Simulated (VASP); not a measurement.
CaO (Lime): single point with PBE

CaO (Lime):

```
CELL_PARAMETERS angstrom
0.00000 2.39755 2.39755
2.39755 0.00000 2.39755
2.39755 2.39755 0.00000
ATOMIC_POSITIONS crystal
Ca 0.00000 0.00000 0.00000
O 0.50000 0.50000 0.50000
```

```json
{
  "Program": "VASP 6.6.1",
  "Task": "single point",
  "Functional": "PBE",
  "Potentials or basis": "VASP PAW PBE potentials, release 64 (Ca_sv, O)",
  "Cutoff": "520 eV",
  "k mesh": "4 × 4 × 4",
  "Occupations": "gaussian, width 0.01 eV",
  "Spin": "no spin polarisation",
  "Dipole correction": "no",
  "Further INCAR settings": "ALGO = Normal; EDIFF = 1e-07; NBANDS = 15"
}
```

```
Pressure               : 3.1 GPa
Band gap on the k mesh : 3.63 eV, indirect (least direct gap 4.00 eV)
```

Levels at points of the mesh, in eV from the valence-band top:
```
           k point  band 5  band 6  band 7  band 8  band 9  band 10  band 11  band 12
(0.00, 0.00, 0.00)  -15.55    0.00    0.00    0.00    4.77     6.24     6.24     6.24
(0.50, 0.00, 0.00)  -14.32   -2.66   -1.22   -1.22    7.08     8.39     8.39     8.55
(0.50, 0.50, 0.00)  -15.31   -1.30   -0.37   -0.37    3.63     8.09     8.93     9.57
```

It took 4.6 s on 1 thread of Intel(R) Xeon(R) Platinum 8488C (Sapphire Rapids), with other jobs on the host, peak memory 0.15 GiB.

Caveat: the k points lie up to 0.57 Å⁻¹ apart. A k mesh can miss the band edges.
